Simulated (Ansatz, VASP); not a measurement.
**TlH3 in VASP and in Ansatz**

INCAR

```
  PREC = Accurate
  ENCUT = 520
  EDIFF = 1E-7
  ISMEAR = 0
  SIGMA = 0.01
  LREAL = F
  LASPH = T
  NELM = 100
  ALGO = Normal
  ISIF = 2
  LWAVE = F
  LCHARG = F
  GGA = PE
  NBANDS = 16
```

KPOINTS

```
Automatic mesh
0
Gamma
  1 1 1
```

File POSCAR:

```
TlH3
1.0
   11.6400000000      0.0000000000      0.0000000000
    0.0000000000      9.0000000000      0.0000000000
    0.0000000000      0.0000000000     12.0500000000
Tl H
1 3
Direct
    0.4620489700      0.5000000000      0.5000290500
    0.3865979400      0.5000000000      0.6266141100
    0.3865979400      0.5000000000      0.3734439800
    0.6132354000      0.5000000000      0.5000290500
```

Input for Ansatz:

```yaml
crystal:
  lattice:
    - [11.64, 0.0, 0.0]
    - [0.0, 9.0, 0.0]
    - [0.0, 0.0, 12.05]
  atoms:
    - { symbol: Tl, position: [0.46204897, 0.5, 0.50002905] }
    - { symbol: H, position: [0.38659794, 0.5, 0.62661411] }
    - { symbol: H, position: [0.38659794, 0.5, 0.37344398] }
    - { symbol: H, position: [0.6132354, 0.5, 0.50002905] }
basis:
  ecutwfc: 420
  ecutrho_ratio: 4
kpoints:
  mp_grid: { grid: [1, 1, 1] }
hamiltonian:
  xc: pbe
scf:
  occupations: { method: gaussian, width: 0.01 }
output:
  forces: true
  eigenvalues: true
  populations: true
```

Alike in both runs: task single point; functional PBE; k mesh 1 × 1 × 1; occupations gaussian, width 0.01 eV; no spin polarisation.

|  | VASP | Ansatz |
| --- | --- | --- |
| version | VASP 6.6.1 | Ansatz 0.2.0 |
| potentials or method | VASP PAW PBE potentials, release 64 (Tl_d, H), cutoff 520 eV | scalar-relativistic, plane waves, PAW |
| valence electrons in the cell | 16 | 16 |

|  | VASP | Ansatz | Ansatz less VASP |
| --- | --- | --- | --- |
| gap on the k mesh at the Fermi level (eV) | 4.29 | 4.30 | +0.010 |
| rms of the force components (eV/Å) | 0.026 | 0.021 | -0.0054 |

Atom by atom the forces differ by 0.005 eV/Å (rms over components).

Neither program's run includes spin-orbit coupling.
